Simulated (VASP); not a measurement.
# KCl (Pm-3m) in VASP: notebook, part 2 of 2

VASP 6.6.1. Earlier steps stand in the parts before.

## (3) Relaxation of cell and atoms, PBEsol

This run uses another cell than the first one, of 28.29 Å³/atom, 1.084 times its volume.

INCAR reads:

```
PREC = Accurate
ENCUT = 600
EDIFF = 1E-6
ISMEAR = -1
SIGMA = 0.05
LREAL = F
LASPH = T
NELM = 80
ALGO = Normal
ISIF = 3
LWAVE = F
LCHARG = F
GGA = PS
IBRION = 2
NSW = 80
EDIFFG = -0.005
```

KPOINTS reads:

```
Automatic mesh
0
Gamma
  7 7 7
```

POSCAR reads:

```
KCl
1.0
    3.8391960000      0.0000000000      0.0000000000
    0.0000000000      3.8391960000      0.0000000000
    0.0000000000      0.0000000000      3.8391960000
K Cl
1 1
Direct
    0.0000000000      0.0000000000      0.0000000000
    0.5000000000      0.5000000000      0.5000000000
```

Potentials or basis: VASP PAW PBE potentials, release 64 (K_sv, Cl).

On the command line:

```sh
> cat potpaw_PBE.64/K_sv/POTCAR potpaw_PBE.64/Cl/POTCAR > POTCAR
> mpirun -np 1 vasp_std > vasp.out
```

OUTCAR:

```text
PREC = Accurate
   ENCUT = 600
   EDIFF = 1E-6
   ISMEAR = -1
   LREAL = F
   LASPH = T
   NELM = 80
   ISIF = 3
   GGA = PS
   IBRION = 2
   NSW = 80
   EDIFFG = -0.005

 ion  position               nearest neighbor table
   1  0.000  0.000  0.000-
   2  0.500  0.500  0.500-

  LATTYP: Found a simple cubic cell.
 ALAT       =     3.8391960000

  Lattice vectors:

 A1 = (   3.8391960000,   0.0000000000,   0.0000000000)
 A2 = (   0.0000000000,   3.8391960000,   0.0000000000)
 A3 = (   0.0000000000,   0.0000000000,   3.8391960000)

Analysis of symmetry for initial positions (statically):
=====================================================================
 Subroutine PRICEL returns:
 Original cell was already a primitive cell.

 Routine SETGRP: Setting up the symmetry group for a
 simple cubic supercell.

 Subroutine GETGRP returns: Found 48 space group operations
 (whereof 48 operations were pure point group operations)
 out of a pool of 48 trial point group operations.

The static configuration has the point symmetry O_h .

Analysis of symmetry for dynamics (positions and initial velocities):
=====================================================================
 Subroutine PRICEL returns:
 Original cell was already a primitive cell.

 Routine SETGRP: Setting up the symmetry group for a
 simple cubic supercell.

 Subroutine GETGRP returns: Found 48 space group operations
 (whereof 48 operations were pure point group operations)
 out of a pool of 48 trial point group operations.

The dynamic configuration has the point symmetry O_h .

 Subroutine INISYM returns: Found 48 space group operations
 (whereof 48 operations are pure point group operations),
 and found     1 'primitive' translations

----------------------------------------------------------------------------------------

                                     Primitive cell

  volume of cell :      56.5875

  direct lattice vectors                    reciprocal lattice vectors
     3.839196000  0.000000000  0.000000000     0.260471203  0.000000000  0.000000000
     0.000000000  3.839196000  0.000000000     0.000000000  0.260471203  0.000000000
     0.000000000  0.000000000  3.839196000     0.000000000  0.000000000  0.260471203

  length of vectors
     3.839196000  3.839196000  3.839196000     0.260471203  0.260471203  0.260471203

  position of ions in fractional coordinates (direct lattice)
     0.000000000  0.000000000  0.000000000
     0.500000000  0.500000000  0.500000000

  ion indices of the primitive-cell ions
   primitive index   ion index
                 1           1
                 2           2

----------------------------------------------------------------------------------------

 KPOINTS: Automatic mesh

Automatic generation of k-mesh.
 Grid dimensions read from file:
 generate k-points for:    7    7    7

 Generating k-lattice:

  Cartesian coordinates                     Fractional coordinates (reciprocal lattice)
     0.037210172  0.000000000  0.000000000     0.142857143  0.000000000  0.000000000
     0.000000000  0.037210172  0.000000000     0.000000000  0.142857143  0.000000000
     0.000000000  0.000000000  0.037210172     0.000000000  0.000000000  0.142857143

  Length of vectors
     0.037210172  0.037210172  0.037210172

  Shift w.r.t. Gamma in fractional coordinates (k-lattice)
     0.000000000  0.000000000  0.000000000

 Subroutine IBZKPT returns following result:
 ===========================================

 Found     20 irreducible k-points:

 Following reciprocal coordinates:
            Coordinates               Weight
  0.000000  0.000000  0.000000      1.000000
  0.142857  0.000000  0.000000      6.000000
  0.285714  0.000000  0.000000      6.000000
  0.428571  0.000000  0.000000      6.000000
  0.142857  0.142857  0.000000     12.000000
  0.285714  0.142857  0.000000     24.000000
[... 12 lines left out ...]
  0.428571  0.428571  0.285714     24.000000
  0.428571  0.428571  0.428571      8.000000
   k-points           NKPTS =     20   k-points in BZ     NKDIM =     20   number of bands    NBANDS=     12
   number of dos      NEDOS =    301   number of ions     NIONS =      2
   total plane-waves  NPLWV =  32768
   dimension x,y,z NGX =    32 NGY =   32 NGZ =   32
   dimension x,y,z NGXF=    64 NGYF=   64 NGZF=   64
   ions per type =               1   1
   NGX,Y,Z   is equivalent  to a cutoff of  13.86, 13.86, 13.86 a.u.
   NGXF,Y,Z  is equivalent  to a cutoff of  27.71, 27.71, 27.71 a.u.
 SYSTEM =  unknown system
   PREC   = accura    normal or accurate (medium, high low for compatibility)
   ISTART =      0    job   : 0-new  1-cont  2-samecut
   ICHARG =      2    charge: 1-file 2-atom 10-const
   ISPIN  =      1    spin polarized calculation?
   LNONCOLLINEAR =      F non collinear calculations
   LSORBIT =      F    spin-orbit coupling
   LASPH  =      T    aspherical Exc in radial PAW
   ENCUT  =  600.0 eV  44.10 Ry    6.64 a.u.   7.67  7.67  7.67*2*pi/ulx,y,z
   NELM   =     80;   NELMIN=  2; NELMDL= -5     # of ELM steps
   EDIFF  = 0.1E-05   stopping-criterion for ELM
   LREAL  =      F    real-space projection
   EDIFFG = -.5E-02   stopping-criterion for IOM
   NSW    =     80    number of steps for IOM
   IBRION =      2    ionic relax: 0-MD 1-quasi-New 2-CG
   NFREE  =      1    steps in history (QN), initial steepest desc. (CG)
   ISIF   =      3    stress and relaxation
   ISYM   =      2    0-nonsym 1-usesym 2-fastsym
   POTIM  = 0.5000    time-step for ionic-motion
   TEBEG  =    0.0;   TEEND  =   0.0 temperature during run
   PSTRESS=    0.0 pullay stress
   NELECT =      16.0000    total number of electrons
   NUPDOWN=      -1.0000    fix difference up-down
   EMIN   =  10.00;   EMAX   =-10.00  energy-range for DOS
   EFERMI =   0.00;   METHOD = LEGACY
   ISMEAR =    -1;   SIGMA  =   0.05  broadening in eV -4-tet -1-fermi 0-gaus
   EFERMI_NEDOS =   21; number of points for ismear=-14 and -15
   IALGO  =     38    algorithm
   IMIX   =      4    mixing-type and parameters
     AMIX     =   0.40;   BMIX     =  1.00
     AMIX_MAG =   1.60;   BMIX_MAG =  1.00
  volume/ion in A,a.u.               =      28.29       190.94
  Fermi-wavevector in a.u.,A,eV,Ry     =   1.074504  2.030517 15.708715  1.154558
  Thomas-Fermi vector in A             =   2.210334
   LORBIT       =      0    0 simple, 1 ext, 2 COOP (PROOUT), +10 PAW based schemes
   GGA     = PS    functional components
   LHFCALC =     F    Hartree Fock is set to
   AEXX    =    0.0000 exact exchange contribution
   IVDW    =     0    specifies the selected vdW correction
   LEPSILON=     F    determine dielectric tensor
   LRPA    =     F    only Hartree local field effects (RPA)
 conjugate gradient relaxation of ions
 non-spin polarized calculation
  energy-cutoff  :      600.00
  volume of cell :       56.59
 maximum number of plane-waves:      1899
 NGX is ok and might be reduce to    32
   NGX = 15   NGY = 15   NGZ = 15

--------------------------------------- Ionic step        1  -------------------------------------------

 number of electron      16.0000002 magnetization

 Free energy of the ion-electron system (eV)
  ---------------------------------------------------
  ext. energy  EPLUGINS =         0.00000000
  ---------------------------------------------------
  free energy    TOTEN  =        -6.89645948 eV

  energy without entropy =       -6.89645948  energy(sigma->0) =       -6.89645948

------------------------ aborting loop because EDIFF is reached ----------------------------------------

  FORCE on cell =-STRESS in cart. coord.  units (eV):
  Direction    XX          YY          ZZ          XY          YZ          ZX
  --------------------------------------------------------------------------------------
  -------------------------------------------------------------------------------------
  Total       -0.4879045     -0.4879045     -0.4879045      0.0000000     -0.0000000      0.0000000
  in kB      -13.8141615    -13.8141615    -13.8141615      0.0000000     -0.0000000      0.0000000
  external PRESSURE =     -13.8141615 kB  Pullay stress =       0.0000000 kB
[... 93 lines left out ...]
  energy  without entropy=       -6.9156351800  energy(sigma->0) =       -6.91563518

--------------------------------------- Ionic step        4  -------------------------------------------

 number of electron      15.9999998 magnetization

 Free energy of the ion-electron system (eV)
  ---------------------------------------------------
  ext. energy  EPLUGINS =         0.00000000
  ---------------------------------------------------
  free energy    TOTEN  =        -6.91568994 eV

  energy without entropy =       -6.91568994  energy(sigma->0) =       -6.91568994

 E-fermi :   0.6355     XC(G=0):  -8.6137

 val. band max:       -0.5412895553   @ k =   0.4286   0.4286   0.0000
 cond. band min:       4.4216986545   @ k =   0.0000   0.0000   0.0000
 fundamental gap:      4.9629882098
 Fermi energy:         0.6354820109

 k-point     1 :       0.0000    0.0000    0.0000
  band No.  band energies     occupation
      1     -28.2817      2.00000
      2     -13.2165      2.00000
      3     -11.7166      2.00000
      4     -11.7166      2.00000
      5     -11.7166      2.00000
      6      -0.7380      2.00000
      7      -0.7380      2.00000
      8      -0.7380      2.00000
      9       4.4217      0.00000
     10       5.8439      0.00000
     11       5.8439      0.00000
     12      10.3085      0.00000
[... 312 lines left out ...]
  FREE ENERGIE OF THE ION-ELECTRON SYSTEM (eV)
  ---------------------------------------------------
  free  energy   TOTEN  =        -6.9156899395 eV

  energy  without entropy=       -6.9156899395  energy(sigma->0) =       -6.91568994

 reached required accuracy - stopping structural energy minimisation
```

Wall time 17 s (1 thread of Intel Xeon 6975P-C (Granite Rapids), shared host); peak memory 0.19 GiB.

Results:

- Free energy: -6.9157 eV
- Relaxed volume: 26.22 Å³/atom
- Relaxed cell: a = 3.743 Å, b = 3.743 Å, c = 3.743 Å, α = 90.00°, β = 90.00°, γ = 90.00°
- Space group after relaxing (to 0.05 Å): Pm-3m (No. 221)
- Energy gained by relaxing: 9.6 meV/atom
- Ionic steps: 4
- Pressure after relaxing: 0.0 GPa
- Band gap on the k mesh: 4.96 eV, indirect (least direct gap 5.16 eV)

The path:
```csv
step,energy change (eV),largest force (eV/Å),pressure (GPa),volume (Å³)
1,0.0000,0.0000,-1.38,56.59
2,-0.0136,0.0000,-0.80,54.61
3,-0.0192,0.0000,-0.08,52.66
4,-0.0192,0.0000,0.01,52.44
```

Final structure:
```
CELL_PARAMETERS angstrom
3.74299 0.00000 0.00000
0.00000 3.74299 0.00000
0.00000 0.00000 3.74299
ATOMIC_POSITIONS crystal
K 0.00000 0.00000 0.00000
Cl 0.50000 0.50000 0.50000
```

Levels at points of the mesh, in eV from the valence-band top:
| k point | band 6 | band 7 | band 8 | band 9 | band 10 | band 11 |
| --- | --- | --- | --- | --- | --- | --- |
| (0.00, 0.00, 0.00) | -0.20 | -0.20 | -0.20 | 4.96 | 6.39 | 6.39 |

Caveat: the PAW data sets were made with another functional, which shifts forces and pressure a little. A k mesh can miss the band edges.
